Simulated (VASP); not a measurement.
The system is Ag.

```xyz
1
Lattice="-1.6333 1.6333 1.6333 1.6333 -1.6333 1.6333 1.6333 1.6333 -1.6333" Properties=species:S:1:pos:R:3 pbc="T T T"
Ag    0.0000    0.0000    0.0000
```

Program: VASP 6.6.1. Alike in all runs: task single point; no spin polarisation; cell as given; cutoff (eV) 520; smearing fermi-dirac 0.05 eV.

Q: Order these runs on this cell by their pressure, lowest first.
A. level LDA; potentials or basis VASP PAW LDA potentials, release 64 (Ag); k mesh 11 × 11 × 11
B. level PBEsol; potentials or basis VASP PAW PBE potentials, release 64 (Ag); k mesh 11 × 11 × 11
C. level r2SCAN; potentials or basis VASP PAW PBE potentials, release 64 (Ag); k mesh 11 × 11 × 11
D. level HSE06; potentials or basis VASP PAW PBE potentials, release 64 (Ag); k mesh 6 × 6 × 6; grid for exact exchange (PRECFOCK) Normal; screening parameter 0.2079 1/Å

A: A (-8.3 GPa), B (-4.1 GPa), C (0.1 GPa), D (2.6 GPa).

Caveats: some runs use coarse meshes; the PAW data sets were made with another functional, which shifts forces and pressure a little (some runs).
